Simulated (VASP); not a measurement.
## SnO: single point with PBE+D3(BJ)

The system is SnO, a slab with vacuum.

```xyz
8
Lattice="3.8202 0.0000 0.0000 0.0000 3.8202 0.0000 0.0000 0.0000 22.2261" Properties=species:S:1:pos:R:3 pbc="T T T"
Sn    2.8651    0.9550    4.5000
Sn    0.9550    2.8651    6.8630
Sn    2.3876    4.2977   10.8630
Sn    0.4775    6.2078   13.2261
O     0.9550    0.9550    5.6815
O     2.8651    2.8651    5.6815
O     0.4775    4.2977   12.0446
O     2.3876    6.2078   12.0446
```

This cell differs from its parent crystal: layers slid over each other.

```json
{
  "Program": "VASP 6.6.1",
  "Task": "single point",
  "Functional": "PBE",
  "Dispersion": "D3(BJ)",
  "Potentials or basis": "VASP PAW PBE potentials, release 64 (Sn_d, O)",
  "Cutoff": "520 eV",
  "k mesh": "7 × 7 × 1",
  "Occupations": "gaussian, width 0.05 eV",
  "Spin": "no spin polarisation",
  "Dipole correction": "yes",
  "Further INCAR settings": "ALGO = Normal; EDIFF = 1e-06; NBANDS = 50"
}
```

| Property | Result |
| --- | --- |
| Largest force | 0.176 eV/Å |
| Band gap on the k mesh | 2.52 eV (least direct gap 2.54 eV) |
| Dispersion energy per atom | -0.157 eV |

Forces in eV/Å, atoms in the order of the input:
```
Sn  -0.003 -0.003 -0.076
Sn  -0.013 -0.013  0.175
Sn   0.013  0.013 -0.175
Sn   0.003  0.003  0.076
O    0.006 -0.017  0.014
O   -0.017  0.006  0.014
O    0.017 -0.006 -0.014
O   -0.006  0.017 -0.014
```

Levels at points of the mesh, in eV from the valence-band top:
| k point | band 36 | band 37 | band 38 | band 39 | band 40 | band 41 | band 42 | band 43 | band 44 | band 45 |
| --- | --- | --- | --- | --- | --- | --- | --- | --- | --- | --- |
| (0.00, 0.00, 0.00) | -1.97 | -1.97 | -1.97 | -0.64 | -0.02 | 2.52 | 2.84 | 2.85 | 3.87 | 4.87 |

Run time: 3.6 min on 1 thread of Intel(R) Xeon(R) 6975P-C (Granite Rapids), on a shared host, peak memory 0.43 GiB.

Caveat: the cell differs from its parent crystal (layers slid over each other); spin-orbit coupling is left out, which moves the levels of the heavy elements.
